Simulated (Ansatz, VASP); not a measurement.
# Two plane-wave programs on MgO

```
Mg O
1.0
     3.34530    0.00000    0.00000
    -1.67265    2.89711    0.00000
     0.00000    0.00000    4.45140
Mg O
2 2
Direct
  0.66667 0.33333 0.75000
  0.33333 0.66667 0.25000
  0.66667 0.33333 0.25000
  0.33333 0.66667 0.75000
```

Alike in both runs: task single point; functional PBE; k mesh 9 × 9 × 6; occupations gaussian, width 0.05 eV; no spin polarisation.

```csv
,VASP,Ansatz
version,VASP 6.6.1,Ansatz 0.2.0
potentials or method,"VASP PAW PBE potentials, release 64 (Mg, O), cutoff 520 eV","scalar-relativistic, plane waves, PAW"
valence electrons in the cell,16,32
```

Ansatz gave:

* gap on the k mesh at the Fermi level (eV): 3.46
* least direct gap on the mesh (eV): 3.46
* pressure (GPa): 9.7
* traceless stress, the component that is largest in VASP (GPa): -11.74

Q: What did VASP give for the same quantities?

A: gap on the k mesh at the Fermi level (eV): 3.44; least direct gap on the mesh (eV): 3.44; pressure (GPa): 9.2; traceless stress, the component that is largest in VASP (GPa): -11.97.

The functional is the same, so the differences come from potentials, cutoffs and numerics. VASP's potentials hold 16 valence electrons a cell and Ansatz's 32, so a difference there can come from the potentials and not from the codes.
